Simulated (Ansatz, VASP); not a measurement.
Two plane-wave programs on ZnO

```xyz
12
Lattice="3.2301 0.0000 0.0000 -1.6150 2.7973 0.0000 0.0000 0.0000 28.6666" Properties=species:S:1:pos:R:3 pbc="T T T"
O     0.0000    1.8649    7.5000
O     1.6150    0.9324   10.1071
O     0.0000    1.8649   12.7142
O     1.6150    0.9324   15.3212
O     0.0000    1.8649   17.9283
O     1.6150    0.9324   20.5354
Zn    1.6150    0.9324    8.1312
Zn    0.0000    1.8649   10.7383
Zn    1.6150    0.9324   13.3454
Zn    0.0000    1.8649   15.9525
Zn    1.6150    0.9324   18.5595
Zn    0.0000    1.8649   21.1666
```

Alike in both runs: task single point; functional r2SCAN; k mesh 9 × 9 × 1; occupations gaussian, width 0.05 eV; no spin polarisation.

|  | VASP | Ansatz |
| --- | --- | --- |
| version | VASP 6.6.1 | Ansatz 0.2.0 |
| potentials or method | VASP PAW PBE potentials, release 64 (O, Zn), cutoff 520 eV | scalar-relativistic, plane waves, PAW |
| valence electrons in the cell | 108 | 108 |

```csv
,VASP,Ansatz,Ansatz less VASP
gap on the k mesh at the Fermi level (eV),none,none,-
rms of the force components (eV/Å),0.427,0.434,+0.0072
```

VASP's potentials were made for PBE, not for r2SCAN. A gap of «none» marks a metal or a gap that the smearing closes. Ansatz's warnings: vacuum below fermi, xc potential rough in thin density.
